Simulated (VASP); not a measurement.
Wanted: the native input for a VASP 6.6.1 run.

| Quantity | Value |
| --- | --- |
| Task | single point |
| Functional | r2SCAN |
| Potentials or basis | VASP PAW PBE potentials, release 64 (Sn_d) |
| Cutoff | 550 eV |
| k mesh | 6 × 6 × 6 |
| Occupations | fermi-dirac, width 0.02 eV |
| Spin | no spin polarisation |
| Dipole correction | no |
| Further INCAR settings | ALGO = Normal; EDIFF = 1e-06; NBANDS = 21 |

Sn:

```
CELL_PARAMETERS angstrom
0.00000 3.15177 3.40960
3.15177 0.00000 3.40960
3.15177 3.15177 0.00000
ATOMIC_POSITIONS crystal
Sn 0.00000 0.00000 0.00000
Sn 0.25000 0.25000 0.25000
```

This cell differs from its parent crystal: epitaxial xy strain -4.0%.

One way to write it, as run:

POSCAR

```
Sn
1.0
    0.0000000000      3.1517676051      3.4095993846
    3.1517676051      0.0000000000      3.4095993846
    3.1517676051      3.1517676051      0.0000000000
Sn
2
Direct
    0.0000000000      0.0000000000      0.0000000000
    0.2500000000      0.2500000000      0.2500000000
```

INCAR.step1

```
PREC = Accurate
ENCUT = 550
ISMEAR = -1
SIGMA = 0.02
LREAL = False
LASPH = True
NELM = 120
NBANDS = 21
GGA = PE
ALGO = Normal
EDIFF = 1E-5
LWAVE = True
LCHARG = False
GGA_COMPAT = False
```

INCAR.step2

```
PREC = Accurate
ENCUT = 550
EDIFF = 1E-6
ISMEAR = -1
SIGMA = 0.02
LREAL = False
LASPH = True
NELM = 120
ALGO = Normal
ISIF = 2
LWAVE = False
LCHARG = False
METAGGA = R2SCAN
LMIXTAU = True
NBANDS = 21
ISTART = 1
GGA_COMPAT = False
```

KPOINTS

```
Automatic mesh
0
Gamma
  6 6 6
```

Potentials or basis: VASP PAW PBE potentials, release 64 (Sn_d).

The run is started by

```console
$ cat potpaw_PBE.64/Sn_d/POTCAR > POTCAR
$ cp INCAR.step1 INCAR
$ mpirun -np 1 vasp_std > vasp.out
$ cp INCAR.step2 INCAR
$ mpirun -np 1 vasp_std > vasp.out
```

It gave:

* Pressure: 2.1 GPa
* Band gap on the k mesh: zero (bands 14 and 15 overlap by 0.14 eV)

Caveat: the cell differs from its parent crystal (epitaxial xy strain -4.0%); the PAW data sets were made with another functional, which shifts forces and pressure a little; spin-orbit coupling is left out, which moves the levels of the heavy elements.

Run time: 2.6 min on 1 thread of Intel Xeon 8259CL, on a shared host, peak memory 0.23 GiB.
